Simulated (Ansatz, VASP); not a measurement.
**One calculation of CO2, two programs**

Contents of INCAR:

```
SYSTEM = CO2
PREC = Accurate ; ENCUT = 520
EDIFF = 1E-6 ; ISMEAR = 0
SIGMA = 0.05 ; LREAL = .False.
LASPH = .True. ; NELM = 80
ALGO = Normal ; ISIF = 2
LWAVE = .False. ; LCHARG = .False.
GGA = PE ; NBANDS = 44
```

Contents of KPOINTS:

```
Automatic mesh
0
Gamma
  4 4 4
  0 0 0
```

The input POSCAR:

```
CO2
1.0
    6.0577362522      0.0000000000     -0.4543302189
    0.0000000000      6.0577362522      0.0000000000
   -0.4543302189      0.0000000000      5.8154268021
C O
4 8
Direct
    0.0000000000      0.0000000000      0.0000000000
    0.5000000000      0.0000000000      0.5000000000
    0.5000000000      0.5000000000      0.0000000000
    0.0000000000      0.5000000000      0.5000000000
    0.1114834447      0.1114834447      0.1114834447
    0.3885165553      0.8885165553      0.6114834447
    0.6114834447      0.3885165553      0.8885165553
    0.8885165553      0.6114834447      0.3885165553
    0.8885165553      0.8885165553      0.8885165553
    0.6114834447      0.1114834447      0.3885165553
    0.3885165553      0.6114834447      0.1114834447
    0.1114834447      0.3885165553      0.6114834447
```

Input for Ansatz:

```yaml
crystal:
  lattice:
    - [6.0577362522, 0.0, -0.4543302189]
    - [0.0, 6.0577362522, 0.0]
    - [-0.4543302189, 0.0, 5.8154268021]
  atoms:
    - { symbol: C, position: [0.0, 0.0, 0.0] }
    - { symbol: C, position: [0.5, 0.0, 0.5] }
    - { symbol: C, position: [0.5, 0.5, 0.0] }
    - { symbol: C, position: [0.0, 0.5, 0.5] }
    - { symbol: O, position: [0.1114834447, 0.1114834447, 0.1114834447] }
    - { symbol: O, position: [0.3885165553, 0.8885165553, 0.6114834447] }
    - { symbol: O, position: [0.6114834447, 0.3885165553, 0.8885165553] }
    - { symbol: O, position: [0.8885165553, 0.6114834447, 0.3885165553] }
    - { symbol: O, position: [0.8885165553, 0.8885165553, 0.8885165553] }
    - { symbol: O, position: [0.6114834447, 0.1114834447, 0.3885165553] }
    - { symbol: O, position: [0.3885165553, 0.6114834447, 0.1114834447] }
    - { symbol: O, position: [0.1114834447, 0.3885165553, 0.6114834447] }
basis:
  ecutwfc: 520.0
kpoints:
  mp_grid: { grid: [4, 4, 4] }
hamiltonian:
  xc: pbe
scf:
  occupations: { method: gaussian, width: 0.05 }
output:
  forces: true
  stress: true
  eigenvalues: true
```

Change from the starting cell: engineering shear strain xz -0.1500, normal strain along z -0.0400.

Alike in both runs: task single point; functional PBE; k mesh 4 × 4 × 4; occupations gaussian, width 0.05 eV; no spin polarisation.

|  | VASP | Ansatz |
| --- | --- | --- |
| version | VASP 6.6.1 | Ansatz 0.2.0 |
| potentials or method | VASP PAW PBE potentials, release 64 (C, O), cutoff 520 eV | scalar-relativistic, plane waves, PAW |
| valence electrons in the cell | 64 | 64 |

```tsv
	VASP	Ansatz	Ansatz less VASP
gap on the k mesh at the Fermi level (eV)	6.60	6.62	+0.019
least direct gap on the mesh (eV)	6.60	6.62	+0.019
pressure (GPa)	7.5	6.0	-1.52
traceless stress, the component that is largest in VASP (GPa)	15.53	15.01	-0.512
rms of the force components (eV/Å)	3.711	3.422	-0.2885
```

Atom by atom the forces differ by 0.395 eV/Å (rms over components).

Noted on VASP's run: the standard files for N, O and F lose accuracy on very short bonds.
